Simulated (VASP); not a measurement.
# Si2Mo (pbesol) (I4/mmm) in VASP: notebook, part 2 of 2

VASP 6.6.1.

## 3. Relaxation of cell and atoms, PBEsol

This run uses another cell than the first one, of 13.42 Å³/atom, 1.011 times its volume.

INCAR

```
SYSTEM = Si2Mo
PREC = Accurate
ENCUT = 600
EDIFF = 1E-7
ISMEAR = 0
SIGMA = 0.1
LREAL = .False.
LASPH = .True.
NELM = 100
ALGO = Normal
ISIF = 3
LWAVE = .False.
LCHARG = .False.
GGA = PS
IBRION = 2
NSW = 100
EDIFFG = -0.002
```

KPOINTS

```
regular mesh
0
Gamma
  18 18 18
  0 0 0
```

POSCAR

```
Si2Mo
1.0
   -1.6000000000      1.6000000000      3.9305000000
    1.6000000000     -1.6000000000      3.9305000000
    1.6000000000      1.6000000000     -3.9305000000
Si Mo
2 1
Direct
    0.3330000000      0.3330000000      0.0000000000
    0.6670000000      0.6670000000      0.0000000000
    0.0000000000      0.0000000000      0.0000000000
```

Potentials or basis: VASP PAW PBE potentials, release 64 (Si, Mo_sv).

Launch:

```
> cat potpaw_PBE.64/Si/POTCAR potpaw_PBE.64/Mo_sv/POTCAR > POTCAR
> mpirun -np 1 vasp_std > vasp.out
```

OUTCAR:

```text
SYSTEM = Si2Mo
   PREC = Accurate
   ENCUT = 600
   EDIFF = 1E-7
   ISMEAR = 0
   LREAL = .False.
   LASPH = .True.
   NELM = 100
   ISIF = 3
   GGA = PS
   IBRION = 2
   NSW = 100
   EDIFFG = -0.002

 ion  position               nearest neighbor table
   1  0.333  0.333  0.000-   2 2.61   2 2.61   2 2.61   2 2.61   3 2.62   3 2.62   3 2.62   3 2.62
                             3 2.62   2 2.63
   2  0.667  0.667  0.000-   1 2.61   1 2.61   1 2.61   1 2.61   3 2.62   3 2.62   3 2.62   3 2.62
                             3 2.62   1 2.63
   3  0.000  0.000  0.000-   2 2.62   1 2.62   2 2.62   1 2.62   2 2.62   1 2.62   1 2.62   2 2.62
                             1 2.62   2 2.62

  LATTYP: Found a body centered tetragonal cell.
 ALAT       =     3.2000000000
 C/A-ratio  =     2.4565625000

  Lattice vectors:

 A1 = (  -1.6000000000,   1.6000000000,   3.9305000000)
 A2 = (   1.6000000000,  -1.6000000000,   3.9305000000)
 A3 = (   1.6000000000,   1.6000000000,  -3.9305000000)

Analysis of symmetry for initial positions (statically):
=====================================================================
 Subroutine PRICEL returns:
 Original cell was already a primitive cell.

 Routine SETGRP: Setting up the symmetry group for a
 body centered tetragonal supercell.

 Subroutine GETGRP returns: Found 16 space group operations
 (whereof 16 operations were pure point group operations)
 out of a pool of 16 trial point group operations.

The static configuration has the point symmetry D_4h.

Analysis of symmetry for dynamics (positions and initial velocities):
=====================================================================
 Subroutine PRICEL returns:
 Original cell was already a primitive cell.

 Routine SETGRP: Setting up the symmetry group for a
 body centered tetragonal supercell.

 Subroutine GETGRP returns: Found 16 space group operations
 (whereof 16 operations were pure point group operations)
 out of a pool of 16 trial point group operations.

The dynamic configuration has the point symmetry D_4h.

 Subroutine INISYM returns: Found 16 space group operations
 (whereof 16 operations are pure point group operations),
 and found     1 'primitive' translations

----------------------------------------------------------------------------------------

                                     Primitive cell

  volume of cell :      40.2483

  direct lattice vectors                    reciprocal lattice vectors
    -1.600000000  1.600000000  3.930500000     0.000000000  0.312500000  0.127210279
     1.600000000 -1.600000000  3.930500000     0.312500000  0.000000000  0.127210279
     1.600000000  1.600000000 -3.930500000     0.312500000  0.312500000  0.000000000

  length of vectors
     4.535287229  4.535287229  4.535287229     0.337399918  0.337399918  0.441941738

  position of ions in fractional coordinates (direct lattice)
     0.333000000  0.333000000  0.000000000
     0.667000000  0.667000000  0.000000000
     0.000000000  0.000000000  0.000000000

  ion indices of the primitive-cell ions
[... 59 lines left out ...]
   number of dos      NEDOS =    301   number of ions     NIONS =      3
   total plane-waves  NPLWV =  46656
   dimension x,y,z NGX =    36 NGY =   36 NGZ =   36
   dimension x,y,z NGXF=    72 NGYF=   72 NGZF=   72
   ions per type =               2   1
   NGX,Y,Z   is equivalent  to a cutoff of  13.20, 13.20, 13.20 a.u.
   NGXF,Y,Z  is equivalent  to a cutoff of  26.39, 26.39, 26.39 a.u.
 SYSTEM =  Si2Mo
   PREC   = accura    normal or accurate (medium, high low for compatibility)
   ISTART =      0    job   : 0-new  1-cont  2-samecut
   ICHARG =      2    charge: 1-file 2-atom 10-const
   ISPIN  =      1    spin polarized calculation?
   LNONCOLLINEAR =      F non collinear calculations
   LSORBIT =      F    spin-orbit coupling
   LASPH  =      T    aspherical Exc in radial PAW
   ENCUT  =  600.0 eV  44.10 Ry    6.64 a.u.   9.06  9.06  9.06*2*pi/ulx,y,z
   NELM   =    100;   NELMIN=  2; NELMDL= -5     # of ELM steps
   EDIFF  = 0.1E-06   stopping-criterion for ELM
   LREAL  =      F    real-space projection
   EDIFFG = -.2E-02   stopping-criterion for IOM
   NSW    =    100    number of steps for IOM
   IBRION =      2    ionic relax: 0-MD 1-quasi-New 2-CG
   NFREE  =      1    steps in history (QN), initial steepest desc. (CG)
   ISIF   =      3    stress and relaxation
   ISYM   =      2    0-nonsym 1-usesym 2-fastsym
   POTIM  = 0.5000    time-step for ionic-motion
   TEBEG  =    0.0;   TEEND  =   0.0 temperature during run
   PSTRESS=    0.0 pullay stress
   NELECT =      22.0000    total number of electrons
   NUPDOWN=      -1.0000    fix difference up-down
   EMIN   =  10.00;   EMAX   =-10.00  energy-range for DOS
   EFERMI =   0.00;   METHOD = LEGACY
   ISMEAR =     0;   SIGMA  =   0.10  broadening in eV -4-tet -1-fermi 0-gaus
   EFERMI_NEDOS =   21; number of points for ismear=-14 and -15
   IALGO  =     38    algorithm
   IMIX   =      4    mixing-type and parameters
     AMIX     =   0.40;   BMIX     =  1.00
     AMIX_MAG =   1.60;   BMIX_MAG =  1.00
  volume/ion in A,a.u.               =      13.42        90.54
  Fermi-wavevector in a.u.,A,eV,Ry     =   1.338546  2.529484 24.377614  1.791704
  Thomas-Fermi vector in A             =   2.467007
   LORBIT       =      0    0 simple, 1 ext, 2 COOP (PROOUT), +10 PAW based schemes
   GGA     = PS    functional components
   LHFCALC =     F    Hartree Fock is set to
   AEXX    =    0.0000 exact exchange contribution
   IVDW    =     0    specifies the selected vdW correction
   LEPSILON=     F    determine dielectric tensor
   LRPA    =     F    only Hartree local field effects (RPA)
 conjugate gradient relaxation of ions
 non-spin polarized calculation
 Gauss-broadening in eV      SIGMA  =   0.10
  energy-cutoff  :      600.00
  volume of cell :       40.25
 maximum number of plane-waves:      1363
   NGX = 19   NGY = 19   NGZ = 19

--------------------------------------- Ionic step        1  -------------------------------------------

 number of electron      22.0000000 magnetization

 Free energy of the ion-electron system (eV)
  ---------------------------------------------------
  ext. energy  EPLUGINS =         0.00000000
  ---------------------------------------------------
  free energy    TOTEN  =       -25.07166486 eV

  energy without entropy =      -25.07055335  energy(sigma->0) =      -25.07110911

------------------------ aborting loop because EDIFF is reached ----------------------------------------

  FORCE on cell =-STRESS in cart. coord.  units (eV):
  Direction    XX          YY          ZZ          XY          YZ          ZX
  --------------------------------------------------------------------------------------
  -------------------------------------------------------------------------------------
  Total       -0.4964963     -0.4964963     -0.8227419      0.0000000      0.0000000     -0.0000000
  in kB      -19.7641832    -19.7641832    -32.7511395      0.0000000      0.0000000     -0.0000000
  external PRESSURE =     -24.0931687 kB  Pullay stress =       0.0000000 kB
[... 209 lines left out ...]
--------------------------------------- Ionic step        7  -------------------------------------------

 number of electron      22.0000000 magnetization

 Free energy of the ion-electron system (eV)
  ---------------------------------------------------
  ext. energy  EPLUGINS =         0.00000000
  ---------------------------------------------------
  free energy    TOTEN  =       -25.08024333 eV

  energy without entropy =      -25.07906059  energy(sigma->0) =      -25.07965196

 E-fermi :  12.3139     XC(G=0): -12.5549

 val. band max:       12.3135308063   @ k =  -0.3333  -0.3333   0.2778
 cond. band min:      12.3181392402   @ k =  -0.0556   0.0556   0.0000
 fundamental gap:      0.0046084339
 Fermi energy:        12.3139126941

 k-point     1 :       0.0000    0.0000    0.0000
  band No.  band energies     occupation
      1     -48.2952      2.00000
      2     -22.4850      2.00000
      3     -22.4022      2.00000
      4     -22.4022      2.00000
      5      -1.1739      2.00000
      6       5.8545      2.00000
      7       8.9202      2.00000
      8       9.1808      2.00000
      9       9.6760      2.00000
     10       9.6760      2.00000
     11      12.6950      0.00000
     12      15.4508      0.00000
     13      15.5375      0.00000
     14      15.8669      0.00000
[... 401 lines left out ...]
      2     -22.5135      2.00000
      3     -22.4746      2.00000
      4     -22.3997      2.00000
      5      -0.2989      2.00000
      6       5.9374      2.00000
      7       7.2300      2.00000
      8       9.0361      2.00000
      9       9.6820      2.00000
     10      10.4872      2.00000
     11      11.0003      2.00000
     12      14.1765      0.00000
     13      14.5711      0.00000
     14      16.4433      0.00000
     15      16.7093      0.00000

 [... further k-points ...]
[... 5 lines left out ...]
  --------------------------------------------------------------------------------------
  -------------------------------------------------------------------------------------
  Total       -0.0023781     -0.0023781     -0.0031705      0.0000000      0.0000000     -0.0000000
  in kB       -0.0955856     -0.0955856     -0.1274356      0.0000000      0.0000000     -0.0000000
  external PRESSURE =      -0.1062023 kB  Pullay stress =       0.0000000 kB
[... 18 lines left out ...]
  FREE ENERGIE OF THE ION-ELECTRON SYSTEM (eV)
  ---------------------------------------------------
  free  energy   TOTEN  =       -25.0802433266 eV

  energy  without entropy=      -25.0790605913  energy(sigma->0) =      -25.07965196

 reached required accuracy - stopping structural energy minimisation
```

OSZICAR:

```text
N       E                     dE             d eps       ncg     rms          rms(c)
DAV:   1     0.134342754518E+03    0.13434E+03   -0.12373E+04 14408   0.156E+03
DAV:   2    -0.223219560336E+02   -0.15666E+03   -0.15446E+03 17298   0.357E+02
[... 56 lines left out ...]
   6 F= -.25080242E+02 E0= -.25079650E+02  d E =-.573608E-05
       N       E                     dE             d eps       ncg     rms          rms(c)
DAV:   1    -0.250802484303E+02   -0.64875E-05   -0.19509E-04 15849   0.133E-01    0.123E-02
DAV:   2    -0.250802443453E+02    0.40850E-05   -0.98316E-06 17354   0.244E-02    0.606E-03
DAV:   3    -0.250802434282E+02    0.91710E-06   -0.24236E-06 18005   0.119E-02    0.263E-03
DAV:   4    -0.250802433207E+02    0.10749E-06   -0.36396E-07 13027   0.488E-03    0.735E-04
DAV:   5    -0.250802433266E+02   -0.59063E-08   -0.27873E-08  7361   0.140E-03
   7 F= -.25080243E+02 E0= -.25079652E+02  d E =-.716828E-05
```

CONTCAR:

```text
Si2Mo
   1.00000000000000
    -1.5960063059675125    1.5960063059675125    3.9122094281538362
     1.5960063059675125   -1.5960063059675125    3.9122094281538362
     1.5960063059675125    1.5960063059675125   -3.9122094281538362
  Si              Mo
     2     1
Direct
     0.3350530673804834    0.3350530673804834    0.0000000000000000
     0.6649469326195164    0.6649469326195164    0.0000000000000000
     0.0000000000000000    0.0000000000000000    0.0000000000000000

  0.00000000E+00  0.00000000E+00  0.00000000E+00
  0.00000000E+00  0.00000000E+00  0.00000000E+00
  0.00000000E+00  0.00000000E+00  0.00000000E+00
```

It took 26 min on 1 thread of Intel Xeon Platinum 8259CL at 2.50GHz (Skylake/Cascade Lake), shared host; peak memory 0.5 GiB.

What came out:

```
Free energy                            : -25.0802 eV
Relaxed volume                         : 13.29 Å³/atom
Relaxed cell                           : a = 4.517 Å, b = 4.517 Å, c = 4.517 Å, α = 138.61°, β = 138.61°, γ = 59.96°
Space group after relaxing (to 0.05 Å) : I4/mmm (No. 139)
Energy gained by relaxing              : 2.9 meV/atom
Ionic steps                            : 7
Pressure after relaxing                : 0.0 GPa
Band gap on the k mesh                 : zero (band 11 reaches 12.80 eV, above the bottom of band 12 at 11.85 eV)
```

The path:
| step | energy change (eV) | largest force (eV/Å) | pressure (GPa) | volume (Å³) |
| --- | --- | --- | --- | --- |
| 1 | 0.0000 | 0.3273 | -2.41 | 40.25 |
| 2 | 0.0028 | 0.0430 | 4.62 | 39.08 |
| 3 | -0.0068 | 0.1676 | 0.69 | 39.71 |
| 4 | -0.0086 | 0.0034 | 0.00 | 39.86 |
| 5 | -0.0086 | 0.0001 | 0.01 | 39.86 |
| 6 | -0.0086 | 0.0009 | -0.02 | 39.86 |
| 7 | -0.0086 | 0.0006 | -0.01 | 39.86 |

Final structure:
```yaml
crystal:
  lattice:
    - [-1.59601, 1.59601, 3.91221]
    - [1.59601, -1.59601, 3.91221]
    - [1.59601, 1.59601, -3.91221]
  atoms:
    - { symbol: Si, position: [0.33505, 0.33505, 0.00000] }
    - { symbol: Si, position: [0.66495, 0.66495, 0.00000] }
    - { symbol: Mo, position: [0.00000, 0.00000, 0.00000] }
```

Caveat: the PAW data sets were made with another functional, which shifts forces and pressure a little.

## 4. Single point, PBEsol

This run uses another cell than the first one, of 13.42 Å³/atom, 1.011 times its volume.

INCAR

```
ALGO = Normal ; EDIFF = 1E-7
ENCUT = 520 ; GGA = PS
ISIF = 2 ; ISMEAR = 0
LASPH = True ; LCHARG = True
LELF = True ; LREAL = False
LVHAR = True ; LWAVE = False
NBANDS = 18 ; NELM = 100
PREC = Accurate ; SIGMA = 0.1
```

KPOINTS

```
k-points
0
Gamma
  8 8 8
```

POSCAR is that of step 3.

Potentials or basis: VASP PAW PBE potentials, release 64 (Si, Mo_sv).

Launch:

```
> cat potpaw_PBE.64/Si/POTCAR potpaw_PBE.64/Mo_sv/POTCAR > POTCAR
> mpirun -np 1 vasp_std > vasp.out
```

OUTCAR:

```text
EDIFF = 1E-7
   ENCUT = 520
   GGA = PS
   ISIF = 2
   ISMEAR = 0
   LASPH = True
   LREAL = False
   NELM = 100
   PREC = Accurate

 ion  position               nearest neighbor table
   1  0.333  0.333  0.000-   2 2.61   2 2.61   2 2.61   2 2.61   3 2.62   3 2.62   3 2.62   3 2.62
                             3 2.62   2 2.63
   2  0.667  0.667  0.000-   1 2.61   1 2.61   1 2.61   1 2.61   3 2.62   3 2.62   3 2.62   3 2.62
                             3 2.62   1 2.63
   3  0.000  0.000  0.000-   2 2.62   1 2.62   2 2.62   1 2.62   2 2.62   1 2.62   1 2.62   2 2.62
[... 697 lines left out ...]
     17      18.9520      0.00000
     18      20.5443      0.00000

 [... further k-points ...]
[... 5 lines left out ...]
  --------------------------------------------------------------------------------------
  -------------------------------------------------------------------------------------
  Total       -0.4618309     -0.4618309     -0.8755027      0.0000000     -0.0000000      0.0000000
  in kB      -18.3842471    -18.3842471    -34.8514085      0.0000000     -0.0000000      0.0000000
  external PRESSURE =     -23.8733009 kB  Pullay stress =       0.0000000 kB

 VOLUME and BASIS-vectors are now :
 -----------------------------------------------------------------------------
  energy-cutoff  :      520.00
  volume of cell :       40.25
      direct lattice vectors                 reciprocal lattice vectors
    -1.600000000  1.600000000  3.930500000     0.000000000  0.312500000  0.127210279
     1.600000000 -1.600000000  3.930500000     0.312500000  0.000000000  0.127210279
     1.600000000  1.600000000 -3.930500000     0.312500000  0.312500000  0.000000000

 POSITION                                       TOTAL-FORCE (eV/Angst)
 -----------------------------------------------------------------------------------
      0.00000      0.00000      2.61771         0.000000      0.000000      0.362418
      0.00000      0.00000      5.24329         0.000000      0.000000     -0.362418
      0.00000      0.00000      0.00000        -0.000000     -0.000000      0.000000
 -----------------------------------------------------------------------------------
    total drift:                                0.000000      0.000000     -0.000000

  FREE ENERGIE OF THE ION-ELECTRON SYSTEM (eV)
  ---------------------------------------------------
  free  energy   TOTEN  =       -25.0731803777 eV

  energy  without entropy=      -25.0722631097  energy(sigma->0) =      -25.07272174
```

OSZICAR:

```text
N       E                     dE             d eps       ncg     rms          rms(c)
DAV:   1     0.119067965574E+03    0.11907E+03   -0.11321E+04  2132   0.116E+03
DAV:   2    -0.228578137399E+02   -0.14193E+03   -0.13930E+03  2544   0.300E+02
DAV:   3    -0.260379060130E+02   -0.31801E+01   -0.31558E+01  2648   0.395E+01
DAV:   4    -0.260555288447E+02   -0.17623E-01   -0.17602E-01  2488   0.319E+00
DAV:   5    -0.260556484685E+02   -0.11962E-03   -0.11962E-03  2496   0.282E-01    0.224E+01
DAV:   6    -0.252562524926E+02    0.79940E+00   -0.59395E+00  2226   0.158E+01    0.481E+00
DAV:   7    -0.251149380055E+02    0.14131E+00   -0.88533E-01  2214   0.566E+00    0.458E+00
DAV:   8    -0.250742937342E+02    0.40644E-01   -0.10274E-01  2296   0.232E+00    0.434E-01
DAV:   9    -0.250733101836E+02    0.98355E-03   -0.19395E-03  2530   0.343E-01    0.245E-01
DAV:  10    -0.250731965475E+02    0.11364E-03   -0.50674E-04  2368   0.192E-01    0.586E-02
DAV:  11    -0.250731830343E+02    0.13513E-04   -0.15566E-04  2336   0.930E-02    0.397E-02
DAV:  12    -0.250731808963E+02    0.21380E-05   -0.18039E-05  2244   0.307E-02    0.741E-03
DAV:  13    -0.250731805043E+02    0.39200E-06   -0.78054E-07  2304   0.761E-03    0.164E-03
DAV:  14    -0.250731804011E+02    0.10320E-06   -0.40464E-08  1186   0.130E-03    0.497E-04
DAV:  15    -0.250731803777E+02    0.23394E-07   -0.47818E-09  1132   0.471E-04
   1 F= -.25073180E+02 E0= -.25072722E+02  d E =-.917268E-03
```

Wall time 77 s (1 thread of Intel Xeon Platinum 8259CL at 2.50GHz (Skylake/Cascade Lake), shared host); peak memory 0.21 GiB.

What came out:

```
Free energy            : -25.0732 eV
Pressure               : -2.4 GPa
Largest force          : 0.362 eV/Å
Band gap on the k mesh : zero (band 11 reaches 12.71 eV, above the bottom of band 12 at 11.67 eV)
```

Forces in eV/Å, atoms in the order of the input:
```
Si   0.000  0.000  0.362
Si   0.000  0.000 -0.362
Mo   0.000  0.000  0.000
```

Stress tensor (GPa, compression positive):
```
-1.84  0.00  0.00
 0.00 -1.84  0.00
 0.00  0.00 -3.49
```

Caveat: the PAW data sets were made with another functional, which shifts forces and pressure a little.

## 5. The runs side by side

| task | cell | k mesh | cutoff (eV) | gap on the mesh (eV) | pressure (GPa) | largest force (eV/Å) |
| --- | --- | --- | --- | --- | --- | --- |
| single point | a = 4.514 Å, angles 138.6, 138.6, 60.0°, 3 atoms | 18 × 18 × 18 | 520 | none | 0.4 | 0.01 |
| relaxation of cell and atoms | relaxed from a = 4.535 Å, angles 138.7, 138.7, 59.9°, 3 atoms | 18 × 18 × 18 | 600 | none | 0.0 | - |
| single point | a = 4.535 Å, angles 138.7, 138.7, 59.9°, 3 atoms | 8 × 8 × 8 | 520 | none | -2.4 | 0.36 |

Alike in all rows: level PBEsol; potentials or basis VASP PAW PBE potentials, release 64 (Si, Mo_sv); no spin polarisation; smearing gaussian 0.1 eV.

Caveats: the PAW data sets were made with another functional, which shifts forces and pressure a little.

Absolute energies hang on the potentials; compare differences alone.
